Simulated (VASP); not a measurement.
# TaN (P-62m) in VASP: notebook

The runs below take TaN through single point, with PBEsol.

All numbers are computed with VASP 6.6.1; they aren't measurements. Logs are shortened: lines on timing, memory, paths and dates and some standing lists are left out, and cuts for length are marked.

### Step 1. The cell of the first run

It takes space group P-62m (No. 189, hexagonal). Conventional cell: a = 5.334 Å, b = 5.334 Å, c = 2.896 Å, α = 90.00°, β = 90.00°, γ = 120.00°. Ta (site symmetry -6) has 6 N at 2.19 Å and 2 Ta at 2.90 Å within 2.9 Å. Ta (site symmetry -62m) has 3 N at 2.10 Å and 2 Ta at 2.90 Å within 2.9 Å. Within 2.9 Å of N (site symmetry m2m) lie 5 Ta at 2.10 to 2.19 Å and 6 N at 2.84 to 2.90 Å.

### Step 2. Single point, PBEsol (strain +0.030 along x and y, +0.000 along z)

File INCAR:

```
  PREC = Accurate
  ENCUT = 520
  EDIFF = 1E-6
  ISMEAR = 0
  SIGMA = 0.15
  LREAL = F
  LASPH = T
  NELM = 100
  ALGO = Normal
  ISIF = 2
  LWAVE = F
  LCHARG = T
  GGA = PS
  LELF = T
  LVHAR = T
  NBANDS = 33
```

File KPOINTS:

```
regular mesh
0
Gamma
  12 12 16
```

File POSCAR:

```
TaN
1.0
    5.3342884956      0.0000000000      0.0000000000
   -2.6671442478      4.6196293483      0.0000000000
    0.0000000000      0.0000000000      2.8959972730
Ta N
3 3
Direct
    0.3333333333      0.6666666667      0.5000000000
    0.6666666667      0.3333333333      0.5000000000
    0.0000000000      0.0000000000      0.0000000000
    0.3933709412      0.0000000000      0.0000000000
    0.6066290588      0.6066290588      0.0000000000
    0.0000000000      0.3933709412      0.0000000000
```

Potentials or basis: VASP PAW PBE potentials, release 64 (Ta_pv, N).

On the command line:

```sh
$ cat potpaw_PBE.64/Ta_pv/POTCAR potpaw_PBE.64/N/POTCAR > POTCAR
$ mpirun -np 1 vasp_std > vasp.out
```

OUTCAR:

```text
PREC = Accurate
   ENCUT = 520
   EDIFF = 1E-6
   ISMEAR = 0
   LREAL = F
   LASPH = T
   NELM = 100
   ISIF = 2
   GGA = PS

 ion  position               nearest neighbor table
   1  0.333  0.667  0.500-   4 2.19   4 2.19   6 2.19   6 2.19   5 2.19   5 2.19   2 3.08   2 3.08
                             2 3.08   3 3.40   3 3.40   3 3.40   3 3.40   3 3.40   3 3.40
   2  0.667  0.333  0.500-   6 2.19   6 2.19   4 2.19   4 2.19   5 2.19   5 2.19   1 3.08   1 3.08
                             1 3.08   3 3.40   3 3.40   3 3.40   3 3.40   3 3.40   3 3.40
   3  0.000  0.000  0.000-   5 2.10   6 2.10   4 2.10   2 3.40   1 3.40   1 3.40   2 3.40   1 3.40
                             1 3.40   2 3.40   2 3.40   2 3.40   2 3.40   1 3.40   1 3.40
   4  0.393  0.000  0.000-   3 2.10   1 2.19   1 2.19   2 2.19   2 2.19
   5  0.607  0.607  0.000-   3 2.10   2 2.19   2 2.19   1 2.19   1 2.19
   6  0.000  0.393  0.000-   3 2.10   2 2.19   2 2.19   1 2.19   1 2.19

  LATTYP: Found a hexagonal cell.
 ALAT       =     5.3342884956
 C/A-ratio  =     0.5429022587

  Lattice vectors:

 A1 = (   5.3342884956,   0.0000000000,   0.0000000000)
 A2 = (  -2.6671442478,   4.6196293483,   0.0000000000)
 A3 = (   0.0000000000,   0.0000000000,   2.8959972730)

Analysis of symmetry for initial positions (statically):
=====================================================================
 Subroutine PRICEL returns:
 Original cell was already a primitive cell.

 Routine SETGRP: Setting up the symmetry group for a
 hexagonal supercell.

 Subroutine GETGRP returns: Found 12 space group operations
 (whereof 12 operations were pure point group operations)
 out of a pool of 24 trial point group operations.

The static configuration has the point symmetry D_3h.

Analysis of symmetry for dynamics (positions and initial velocities):
=====================================================================
 Subroutine PRICEL returns:
 Original cell was already a primitive cell.

 Routine SETGRP: Setting up the symmetry group for a
 hexagonal supercell.

 Subroutine GETGRP returns: Found 12 space group operations
 (whereof 12 operations were pure point group operations)
 out of a pool of 24 trial point group operations.

The dynamic configuration has the point symmetry D_3h.

 Subroutine INISYM returns: Found 12 space group operations
 (whereof 12 operations are pure point group operations),
 and found     1 'primitive' translations

----------------------------------------------------------------------------------------

                                     Primitive cell

  volume of cell :      71.3644

  direct lattice vectors                    reciprocal lattice vectors
     5.334288496  0.000000000  0.000000000     0.187466426  0.108233792  0.000000000
    -2.667144248  4.619629348  0.000000000     0.000000000  0.216467583  0.000000000
     0.000000000  0.000000000  2.895997273     0.000000000  0.000000000  0.345304193

  length of vectors
     5.334288496  5.334288496  2.895997273     0.216467583  0.216467583  0.345304193

  position of ions in fractional coordinates (direct lattice)
     0.333333333  0.666666667  0.500000000
     0.666666667  0.333333333  0.500000000
     0.000000000  0.000000000  0.000000000
     0.393370941  0.000000000  0.000000000
     0.606629059  0.606629059  0.000000000
     0.000000000  0.393370941  0.000000000

  ion indices of the primitive-cell ions
   primitive index   ion index
                 1           1
                 2           2
                 3           3
                 4           4
                 5           5
                 6           6

----------------------------------------------------------------------------------------

 KPOINTS: regular mesh

Automatic generation of k-mesh.
 Grid dimensions read from file:
 generate k-points for:   12   12   16

 Generating k-lattice:

  Cartesian coordinates                     Fractional coordinates (reciprocal lattice)
     0.015622202  0.009019483  0.000000000     0.083333333  0.000000000  0.000000000
     0.000000000  0.018038965  0.000000000     0.000000000  0.083333333  0.000000000
     0.000000000  0.000000000  0.021581512     0.000000000  0.000000000  0.062500000

  Length of vectors
     0.018038965  0.018038965  0.021581512

  Shift w.r.t. Gamma in fractional coordinates (k-lattice)
     0.000000000  0.000000000  0.000000000

 Subroutine IBZKPT returns following result:
 ===========================================

 Found    171 irreducible k-points:

 Following reciprocal coordinates:
            Coordinates               Weight
  0.000000  0.000000  0.000000      1.000000
  0.083333 -0.000000  0.000000      6.000000
  0.166667 -0.000000  0.000000      6.000000
  0.250000 -0.000000  0.000000      6.000000
  0.333333 -0.000000  0.000000      6.000000
  0.416667 -0.000000  0.000000      6.000000
[... 16 lines left out ...]
  0.250000 -0.000000  0.062500     12.000000
  0.333333 -0.000000  0.062500     12.000000
 [... further k-points ...]
   k-points           NKPTS =    171   k-points in BZ     NKDIM =    171   number of bands    NBANDS=     33
   number of dos      NEDOS =    301   number of ions     NIONS =      6
   total plane-waves  NPLWV =  38400
   dimension x,y,z NGX =    40 NGY =   40 NGZ =   24
   dimension x,y,z NGXF=    80 NGYF=   80 NGZF=   48
   ions per type =               3   3
   NGX,Y,Z   is equivalent  to a cutoff of  12.47, 12.47, 13.78 a.u.
   NGXF,Y,Z  is equivalent  to a cutoff of  24.93, 24.93, 27.55 a.u.
 SYSTEM =  unknown system
   PREC   = accura    normal or accurate (medium, high low for compatibility)
   ISTART =      0    job   : 0-new  1-cont  2-samecut
   ICHARG =      2    charge: 1-file 2-atom 10-const
   ISPIN  =      1    spin polarized calculation?
   LNONCOLLINEAR =      F non collinear calculations
   LSORBIT =      F    spin-orbit coupling
   LASPH  =      T    aspherical Exc in radial PAW
   ENCUT  =  520.0 eV  38.22 Ry    6.18 a.u.   9.92  9.92  5.38*2*pi/ulx,y,z
   NELM   =    100;   NELMIN=  2; NELMDL= -5     # of ELM steps
   EDIFF  = 0.1E-05   stopping-criterion for ELM
   LREAL  =      F    real-space projection
   EDIFFG = 0.1E-04   stopping-criterion for IOM
   NSW    =      0    number of steps for IOM
   IBRION =     -1    ionic relax: 0-MD 1-quasi-New 2-CG
   NFREE  =      0    steps in history (QN), initial steepest desc. (CG)
   ISIF   =      2    stress and relaxation
   ISYM   =      2    0-nonsym 1-usesym 2-fastsym
   POTIM  = 0.5000    time-step for ionic-motion
   TEBEG  =    0.0;   TEEND  =   0.0 temperature during run
   PSTRESS=    0.0 pullay stress
   NELECT =      48.0000    total number of electrons
   NUPDOWN=      -1.0000    fix difference up-down
   EMIN   =  10.00;   EMAX   =-10.00  energy-range for DOS
   EFERMI =   0.00;   METHOD = LEGACY
   ISMEAR =     0;   SIGMA  =   0.15  broadening in eV -4-tet -1-fermi 0-gaus
   EFERMI_NEDOS =   21; number of points for ismear=-14 and -15
   IALGO  =     38    algorithm
   IMIX   =      4    mixing-type and parameters
     AMIX     =   0.40;   BMIX     =  1.00
     AMIX_MAG =   1.60;   BMIX_MAG =  1.00
  volume/ion in A,a.u.               =      11.89        80.27
  Fermi-wavevector in a.u.,A,eV,Ry     =   1.434370  2.710567 27.992878  2.057418
  Thomas-Fermi vector in A             =   2.553786
   LORBIT       =      0    0 simple, 1 ext, 2 COOP (PROOUT), +10 PAW based schemes
   GGA     = PS    functional components
   LHFCALC =     F    Hartree Fock is set to
   AEXX    =    0.0000 exact exchange contribution
   IVDW    =     0    specifies the selected vdW correction
   LEPSILON=     F    determine dielectric tensor
   LRPA    =     F    only Hartree local field effects (RPA)
 non-spin polarized calculation
 Gauss-broadening in eV      SIGMA  =   0.15
  energy-cutoff  :      520.00
  volume of cell :       71.36
 maximum number of plane-waves:      1947
 NGX is ok and might be reduce to    40
   NGX = 19   NGY = 19   NGZ = 11

 number of electron      47.9999998 magnetization

 Free energy of the ion-electron system (eV)
  ---------------------------------------------------
  ext. energy  EPLUGINS =         0.00000000
  ---------------------------------------------------
  free energy    TOTEN  =       -71.19341005 eV

  energy without entropy =      -71.18710801  energy(sigma->0) =      -71.19025903

 E-fermi :   7.7028     XC(G=0): -12.9044

 val. band max:        7.7024641124   @ k =   0.0833  -0.0000   0.3125
 cond. band min:       7.7140651622   @ k =   0.2500  -0.0000   0.3750
 fundamental gap:      0.0116010497
 Fermi energy:         7.7028094128

 k-point     1 :       0.0000    0.0000    0.0000
  band No.  band energies     occupation
      1     -28.5185      2.00000
      2     -28.5185      2.00000
      3     -28.2256      2.00000
      4     -28.2256      2.00000
      5     -28.0077      2.00000
      6     -27.9287      2.00000
[... 25 lines left out ...]
     32      10.7366      0.00000
     33      10.7366      0.00000

 k-point     2 :       0.0833   -0.0000    0.0000
  band No.  band energies     occupation
      1     -28.5228      2.00000
      2     -28.5169      2.00000
      3     -28.2230      2.00000
      4     -28.2203      2.00000
      5     -28.0064      2.00000
      6     -27.9298      2.00000
[... 25 lines left out ...]
     32      10.7167      0.00000
     33      10.7851      0.00000
[... 754 lines left out ...]
     32      10.8612      0.00000
     33      11.0938      0.00000

 k-point    24 :       0.3333   -0.0000    0.0625
  band No.  band energies     occupation
      1     -28.5553      2.00000
      2     -28.4683      2.00000
      3     -28.2394      2.00000
      4     -28.1692      2.00000
      5     -28.0265      2.00000
      6     -27.9774      2.00000
[... 25 lines left out ...]
     32      11.1387      0.00000
     33      11.3410      0.00000

 [... further k-points ...]

------------------------ aborting loop because EDIFF is reached ----------------------------------------

  FORCE on cell =-STRESS in cart. coord.  units (eV):
  Direction    XX          YY          ZZ          XY          YZ          ZX
  --------------------------------------------------------------------------------------
  -------------------------------------------------------------------------------------
  Total       -9.1139391     -9.1139391     -3.5758680      0.0000000     -0.0000000      0.0000000
  in kB     -204.6138006   -204.6138006    -80.2805399      0.0000000     -0.0000000      0.0000000
  external PRESSURE =    -163.1693804 kB  Pullay stress =       0.0000000 kB

 VOLUME and BASIS-vectors are now :
 -----------------------------------------------------------------------------
  energy-cutoff  :      520.00
  volume of cell :       71.36
      direct lattice vectors                 reciprocal lattice vectors
     5.334288496  0.000000000  0.000000000     0.187466426  0.108233792  0.000000000
    -2.667144248  4.619629348  0.000000000     0.000000000  0.216467583  0.000000000
     0.000000000  0.000000000  2.895997273     0.000000000  0.000000000  0.345304193

 POSITION                                       TOTAL-FORCE (eV/Angst)
 -----------------------------------------------------------------------------------
     -0.00000      3.07975      1.44800        -0.000000     -0.000000     -0.000000
      2.66714      1.53988      1.44800        -0.000000     -0.000000     -0.000000
      0.00000      0.00000      0.00000        -0.000000     -0.000000     -0.000000
      2.09835      0.00000      0.00000        -0.307194     -0.000000      0.000000
      1.61797      2.80240      0.00000         0.153597      0.266038     -0.000000
     -1.04918      1.81723      0.00000         0.153597     -0.266038     -0.000000
 -----------------------------------------------------------------------------------
    total drift:                               -0.000001     -0.000001      0.000001

  FREE ENERGIE OF THE ION-ELECTRON SYSTEM (eV)
  ---------------------------------------------------
  free  energy   TOTEN  =       -71.1934100472 eV

  energy  without entropy=      -71.1871080108  energy(sigma->0) =      -71.19025903
```

Run time: 3.5 min. Hardware: 1 thread of Intel Xeon Platinum 8488C (Sapphire Rapids), shared host; peak memory 0.42 GiB.

What came out:

| Quantity | Value |
| --- | --- |
| Free energy | -71.1934 eV |
| Pressure | -16.3 GPa |
| Largest force | 0.307 eV/Å |
| Band gap on the k mesh | zero (bands 24 and 25 overlap by 2.98 eV) |

Forces in eV/Å, atoms in the order of the input:
```
Ta   0.000  0.000  0.000
Ta   0.000  0.000  0.000
Ta   0.000  0.000  0.000
N   -0.307  0.000  0.000
N    0.154  0.266  0.000
N    0.154 -0.266  0.000
```

Stress tensor (GPa, compression positive):
```
-20.46   0.00   0.00
  0.00 -20.46   0.00
  0.00   0.00  -8.03
```

Levels at points of the mesh, in eV from the Fermi level:
| k point | band 22 | band 23 | band 24 | band 25 | band 26 | band 27 |
| --- | --- | --- | --- | --- | --- | --- |
| (0.00, 0.00, 0.00) | -3.05 | -2.14 | -0.97 | -0.97 | 0.79 | 0.79 |
| (0.50, 0.00, 0.00) | -3.75 | -2.86 | -2.60 | 1.24 | 1.71 | 1.76 |
| (0.00, 0.00, 0.50) | -2.78 | -2.78 | 1.62 | 1.62 | 1.85 | 1.85 |
| (0.50, 0.00, 0.50) | -3.11 | -1.81 | -1.04 | 0.43 | 1.17 | 2.85 |

Caveat: the cell differs from its parent crystal (strain +0.030 along x and y, +0.000 along z); the cell stands under tension; the PAW data sets were made with another functional, which shifts forces and pressure a little; spin-orbit coupling is left out, which moves the levels of the heavy elements.

### Step 3. Single point, PBEsol (strain +0.030 along x and y, +0.030 along z)

File INCAR:

```
ALGO = Normal
EDIFF = 1E-6
ENCUT = 520
GGA = PS
ISIF = 2
ISMEAR = 0
LASPH = T
LCHARG = F
LREAL = F
LWAVE = F
NBANDS = 33
NELM = 60
PREC = Accurate
SIGMA = 0.15
```

File KPOINTS:

```
k-points
0
Gamma
  12 12 16
```

POSCAR, as its differences from that of step 2:

```diff
@@ -4,3 +4,3 @@
    -2.6671442478      4.6196293483      0.0000000000
-    0.0000000000      0.0000000000      2.8959972730
+    0.0000000000      0.0000000000      2.9828771912
 Ta N
```

Potentials or basis: VASP PAW PBE potentials, release 64 (Ta_pv, N).

On the command line:

```sh
$ cat potpaw_PBE.64/Ta_pv/POTCAR potpaw_PBE.64/N/POTCAR > POTCAR
$ mpirun -np 1 vasp_std > vasp.out
```

It took 3.3 min on 1 thread of Intel Xeon Platinum 8488C (Sapphire Rapids), shared host; peak memory 0.42 GiB.

The run converged. Its results:

* Free energy: -70.9695 eV
* Pressure: -24.1 GPa
* Largest force: 0.330 eV/Å
* Band gap on the k mesh: zero (bands 24 and 25 overlap by 2.87 eV)

Forces in eV/Å, atoms in the order of the input:
```
Ta   0.000  0.000  0.000
Ta   0.000  0.000  0.000
Ta   0.000  0.000  0.000
N   -0.330  0.000  0.000
N    0.165  0.285  0.000
N    0.165 -0.285  0.000
```

Stress tensor (GPa, compression positive):
```
-23.53   0.00   0.00
  0.00 -23.53   0.00
  0.00   0.00 -25.12
```

Levels at points of the mesh, in eV from the Fermi level:
| k point | band 22 | band 23 | band 24 | band 25 | band 26 | band 27 |
| --- | --- | --- | --- | --- | --- | --- |
| (0.00, 0.00, 0.00) | -3.19 | -1.86 | -0.86 | -0.86 | 0.51 | 0.51 |
| (0.50, 0.00, 0.00) | -3.61 | -2.68 | -2.43 | 1.02 | 1.56 | 1.68 |
| (0.00, 0.00, 0.50) | -2.68 | -2.68 | 1.67 | 1.67 | 1.81 | 1.88 |
| (0.50, 0.00, 0.50) | -3.01 | -1.87 | -0.87 | 0.43 | 1.15 | 2.83 |

Caveat: the cell differs from its parent crystal (strain +0.030 along x and y, +0.030 along z); the cell stands under tension; the PAW data sets were made with another functional, which shifts forces and pressure a little; spin-orbit coupling is left out, which moves the levels of the heavy elements.
